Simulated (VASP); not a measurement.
# BP (I-4m2) in VASP: notebook

BP is run at these levels: PBE; tasks: single point.

Program: VASP 6.6.1. These are calculated values, not measurements. Logs are shortened: lines on timing, memory, paths and dates and some standing lists are left out, and cuts for length are marked.

## 1. The cell of the first run

It takes space group I-4m2 (No. 119, tetragonal). Conventional cell: a = 3.209 Å, b = 3.209 Å, c = 4.447 Å, α = 90.00°, β = 90.00°, γ = 90.00°. B (site symmetry -4m2) has 4 P at 1.95 Å within 2.6 Å. Within 2.6 Å of P (site symmetry -4m2) lie 4 B at 1.95 Å.

## 2. Single point, PBE (strain -0.0200 x Voigt [0, 1, 0, 0, 0, 0])

Input file INCAR:

```
PREC = Accurate
ENCUT = 520
EDIFF = 1E-6
ISMEAR = 0
SIGMA = 0.05
LREAL = False
LASPH = True
NELM = 100
ALGO = Normal
ISIF = 2
LWAVE = False
LCHARG = False
GGA = PE
NBANDS = 11
```

Input file KPOINTS:

```
Automatic mesh
0
Gamma
  10 10 10
```

Input file POSCAR:

```
BP
1.0
    0.0000000000      2.2236200000      2.2690000000
    2.2690000000      0.0000000000      2.2690000000
    2.2690000000      2.2236200000      0.0000000000
B P
1 1
Direct
    0.0000000000      0.0000000000      0.0000000000
    0.7500000000      0.7500000000      0.7500000000
```

Potentials or basis: VASP PAW PBE potentials, release 64 (B, P).

Launch:

```bash
$ cat potpaw_PBE.64/B/POTCAR potpaw_PBE.64/P/POTCAR > POTCAR
$ mpirun -np 1 vasp_std > vasp.out
```

OUTCAR:

```text
PREC = Accurate
   ENCUT = 520
   EDIFF = 1E-6
   ISMEAR = 0
   LREAL = False
   LASPH = True
   NELM = 100
   ISIF = 2
   GGA = PE

 ion  position               nearest neighbor table
   1  0.000  0.000  0.000-   2 1.95   2 1.95   2 1.95   2 1.95
   2  0.750  0.750  0.750-   1 1.95   1 1.95   1 1.95   1 1.95

  LATTYP: Found a body centered tetragonal cell.
 ALAT       =     3.2088505730
 C/A-ratio  =     1.3859292911

  Lattice vectors:

 A1 = (   0.0000000000,  -2.2236200000,   2.2690000000)
 A2 = (   0.0000000000,  -2.2236200000,  -2.2690000000)
 A3 = (   2.2690000000,   2.2236200000,   0.0000000000)

Analysis of symmetry for initial positions (statically):
=====================================================================
 Subroutine PRICEL returns:
 Original cell was already a primitive cell.

 Routine SETGRP: Setting up the symmetry group for a
 body centered tetragonal supercell.

 Subroutine GETGRP returns: Found  8 space group operations
 (whereof  8 operations were pure point group operations)
 out of a pool of 16 trial point group operations.

The static configuration has the point symmetry D_2d.

Analysis of symmetry for dynamics (positions and initial velocities):
=====================================================================
 Subroutine PRICEL returns:
 Original cell was already a primitive cell.

 Routine SETGRP: Setting up the symmetry group for a
 body centered tetragonal supercell.

 Subroutine GETGRP returns: Found  8 space group operations
 (whereof  8 operations were pure point group operations)
 out of a pool of 16 trial point group operations.

The dynamic configuration has the point symmetry D_2d.

 Subroutine INISYM returns: Found  8 space group operations
 (whereof  8 operations are pure point group operations),
 and found     1 'primitive' translations

----------------------------------------------------------------------------------------

                                     Primitive cell

  volume of cell :      22.8960

  direct lattice vectors                    reciprocal lattice vectors
     0.000000000  2.223620000  2.269000000    -0.220361393  0.224858564  0.220361393
     2.269000000  0.000000000  2.269000000     0.220361393 -0.224858564  0.220361393
     2.269000000  2.223620000  0.000000000     0.220361393  0.224858564 -0.220361393

  length of vectors
     3.176924126  3.208850573  3.176924126     0.384291114  0.384291114  0.384291114

  position of ions in fractional coordinates (direct lattice)
     0.000000000  0.000000000  0.000000000
     0.750000000  0.750000000  0.750000000

[... 74 lines left out ...]
   ENCUT  =  520.0 eV  38.22 Ry    6.18 a.u.   5.91  5.97  5.91*2*pi/ulx,y,z
   NELM   =    100;   NELMIN=  2; NELMDL= -5     # of ELM steps
   EDIFF  = 0.1E-05   stopping-criterion for ELM
   LREAL  =      F    real-space projection
[... 7 lines left out ...]
   TEBEG  =    0.0;   TEEND  =   0.0 temperature during run
   PSTRESS=    0.0 pullay stress
   NELECT =       8.0000    total number of electrons
   NUPDOWN=      -1.0000    fix difference up-down
   EMIN   =  10.00;   EMAX   =-10.00  energy-range for DOS
   EFERMI =   0.00;   METHOD = LEGACY
   ISMEAR =     0;   SIGMA  =   0.05  broadening in eV -4-tet -1-fermi 0-gaus
   EFERMI_NEDOS =   21; number of points for ismear=-14 and -15
   IALGO  =     38    algorithm
   IMIX   =      4    mixing-type and parameters
     AMIX     =   0.40;   BMIX     =  1.00
     AMIX_MAG =   1.60;   BMIX_MAG =  1.00
  volume/ion in A,a.u.               =      11.45        77.25
  Fermi-wavevector in a.u.,A,eV,Ry     =   1.153059  2.178966 18.089568  1.329546
  Thomas-Fermi vector in A             =   2.289706
   LORBIT       =      0    0 simple, 1 ext, 2 COOP (PROOUT), +10 PAW based schemes
   GGA     = PE    functional components
   LHFCALC =     F    Hartree Fock is set to
   AEXX    =    0.0000 exact exchange contribution
   IVDW    =     0    specifies the selected vdW correction
   LEPSILON=     F    determine dielectric tensor
   LRPA    =     F    only Hartree local field effects (RPA)
 non-spin polarized calculation
 Gauss-broadening in eV      SIGMA  =   0.05
  energy-cutoff  :      520.00
  volume of cell :       22.90
 maximum number of plane-waves:       628
   NGX = 11   NGY = 11   NGZ = 11

 number of electron       8.0000001 magnetization

 Free energy of the ion-electron system (eV)
  ---------------------------------------------------
  ext. energy  EPLUGINS =         0.00000000
  ---------------------------------------------------
  free energy    TOTEN  =       -12.91746387 eV

  energy without entropy =      -12.91746387  energy(sigma->0) =      -12.91746387

 E-fermi :   8.0223     XC(G=0): -10.9949

 val. band max:        7.8045956021   @ k =   0.0000   0.0000   0.0000
 cond. band min:       8.7111910313   @ k =   0.4000   0.0000   0.4000
 fundamental gap:      0.9065954292
 Fermi energy:         8.0222822737

 k-point     1 :       0.0000    0.0000    0.0000
  band No.  band energies     occupation
      1      -7.9678      2.00000
      2       7.6094      2.00000
      3       7.6094      2.00000
      4       7.8046      2.00000
      5      11.0312      0.00000
      6      11.1461      0.00000
      7      11.1461      0.00000
      8      15.3520      0.00000
      9      19.3255      0.00000
     10      19.5922      0.00000
     11      20.1179      0.00000
[... 309 lines left out ...]
 k-point    24 :       0.4000    0.3000   -0.0000
  band No.  band energies     occupation
      1      -5.0101      2.00000
      2       1.4166      2.00000
      3       3.5780      2.00000
      4       4.1638      2.00000
      5       9.5567      0.00000
      6      11.3567      0.00000
      7      17.0353      0.00000
      8      17.5545      0.00000
      9      21.7858      0.00000
     10      23.1219      0.00000
     11      24.9401      0.00000

 [... further k-points ...]
[... 5 lines left out ...]
  --------------------------------------------------------------------------------------
  -------------------------------------------------------------------------------------
  Total        0.3670069      1.1316757      0.3670069      0.0000000      0.0000000      0.0000000
  in kB       25.6817859     79.1904893     25.6817859      0.0000000      0.0000000      0.0000000
  external PRESSURE =      43.5180204 kB  Pullay stress =       0.0000000 kB

 VOLUME and BASIS-vectors are now :
 -----------------------------------------------------------------------------
  energy-cutoff  :      520.00
  volume of cell :       22.90
      direct lattice vectors                 reciprocal lattice vectors
     0.000000000  2.223620000  2.269000000    -0.220361393  0.224858564  0.220361393
     2.269000000  0.000000000  2.269000000     0.220361393 -0.224858564  0.220361393
     2.269000000  2.223620000  0.000000000     0.220361393  0.224858564 -0.220361393

 POSITION                                       TOTAL-FORCE (eV/Angst)
 -----------------------------------------------------------------------------------
      0.00000      0.00000      0.00000        -0.000000     -0.000000      0.000000
      3.40350      3.33543      3.40350         0.000000      0.000000      0.000000
 -----------------------------------------------------------------------------------
    total drift:                               -0.000000      0.000000     -0.000000

  FREE ENERGIE OF THE ION-ELECTRON SYSTEM (eV)
  ---------------------------------------------------
  free  energy   TOTEN  =       -12.9174638703 eV

  energy  without entropy=      -12.9174638703  energy(sigma->0) =      -12.91746387
```

OSZICAR:

```text
N       E                     dE             d eps       ncg     rms          rms(c)
DAV:   1     0.103672815806E+02    0.10367E+02   -0.40266E+03  2244   0.659E+02
DAV:   2    -0.130036903236E+02   -0.23371E+02   -0.22210E+02  3114   0.112E+02
DAV:   3    -0.136657528545E+02   -0.66206E+00   -0.66044E+00  2841   0.163E+01
DAV:   4    -0.136681237130E+02   -0.23709E-02   -0.23706E-02  2619   0.115E+00
DAV:   5    -0.136681355598E+02   -0.11847E-04   -0.11847E-04  2779   0.808E-02    0.742E+00
DAV:   6    -0.130220275343E+02    0.64611E+00   -0.14472E+00  2559   0.526E+00    0.399E+00
DAV:   7    -0.129249799967E+02    0.97048E-01   -0.25285E-01  2809   0.250E+00    0.136E+00
DAV:   8    -0.129169389829E+02    0.80410E-02   -0.27396E-02  2641   0.953E-01    0.200E-01
DAV:   9    -0.129172585389E+02   -0.31956E-03   -0.71208E-04  2642   0.182E-01    0.130E-01
DAV:  10    -0.129174524630E+02   -0.19392E-03   -0.24438E-04  2526   0.985E-02    0.288E-02
DAV:  11    -0.129174629216E+02   -0.10459E-04   -0.11362E-05  2858   0.223E-02    0.349E-02
DAV:  12    -0.129174638703E+02   -0.94876E-06   -0.46207E-06  2526   0.106E-02
   1 F= -.12917464E+02 E0= -.12917464E+02  d E =-.165328E-12
```

It took 19 s on 1 thread of Intel Xeon 8259CL, shared host; peak memory 0.15 GiB.

What came out:

- Free energy: -12.9175 eV
- Pressure: 4.4 GPa
- Band gap on the k mesh: 0.91 eV, indirect (least direct gap 3.23 eV)

Levels at points of the mesh, in eV from the valence-band top:
```tsv
k point	band 2	band 3	band 4	band 5	band 6	band 7
(0.00, 0.00, 0.00)	-0.20	-0.20	0.00	3.23	3.34	3.34
(0.50, 0.00, 0.00)	-9.31	-2.04	-1.78	3.71	4.49	4.76
(0.50, 0.50, 0.00)	-8.88	-4.27	-4.22	1.24	1.61	11.96
(0.50, 0.00, 0.50)	-8.69	-4.46	-4.46	1.01	1.32	12.17
```

Caveat: the cell differs from its parent crystal (strain -0.0200 x Voigt [0, 1, 0, 0, 0, 0]).

## 3. Single point, PBE (strain -0.0100 x Voigt [0, 1, 0, 0, 0, 0])

Input file INCAR:

```
SYSTEM = BP
PREC = Accurate
ENCUT = 520
EDIFF = 1E-7
ISMEAR = 0
SIGMA = 0.05
LREAL = .False.
LASPH = .True.
NELM = 60
ALGO = Normal
ISIF = 2
LWAVE = .False.
LCHARG = .False.
GGA = PE
NBANDS = 11
```

Input file KPOINTS:

```
Automatic mesh
0
Gamma
  10 10 10
  0 0 0
```

Input file POSCAR:

```
BP
1.0
    0.0000000000      2.2463100000      2.2690000000
    2.2690000000      0.0000000000      2.2690000000
    2.2690000000      2.2463100000      0.0000000000
B P
1 1
Direct
    0.0000000000      0.0000000000      0.0000000000
    0.7500000000      0.7500000000      0.7500000000
```

Potentials or basis: VASP PAW PBE potentials, release 64 (B, P).

Launch:

```bash
$ cat potpaw_PBE.64/B/POTCAR potpaw_PBE.64/P/POTCAR > POTCAR
$ mpirun -np 1 vasp_std > vasp.out
```

It took 24 s on 1 thread of Intel Xeon 8259CL, shared host; peak memory 0.15 GiB.

The run converged. Its results:

- Free energy: -12.9265 eV
- Pressure: 2.6 GPa
- Band gap on the k mesh: 1.07 eV, indirect (least direct gap 3.31 eV)

Stress tensor (GPa, compression positive):
```
1.70 0.00 0.00
0.00 4.38 0.00
0.00 0.00 1.70
```

Levels at points of the mesh, in eV from the valence-band top:
| k point | band 2 | band 3 | band 4 | band 5 | band 6 | band 7 |
| --- | --- | --- | --- | --- | --- | --- |
| (0.00, 0.00, 0.00) | -0.10 | -0.10 | 0.00 | 3.31 | 3.37 | 3.37 |
| (0.50, 0.00, 0.00) | -9.17 | -1.90 | -1.77 | 3.76 | 4.60 | 4.72 |
| (0.50, 0.50, 0.00) | -8.73 | -4.19 | -4.17 | 1.28 | 1.63 | 12.04 |
| (0.50, 0.00, 0.50) | -8.64 | -4.29 | -4.29 | 1.17 | 1.49 | 12.15 |

Caveat: the cell differs from its parent crystal (strain -0.0100 x Voigt [0, 1, 0, 0, 0, 0]).
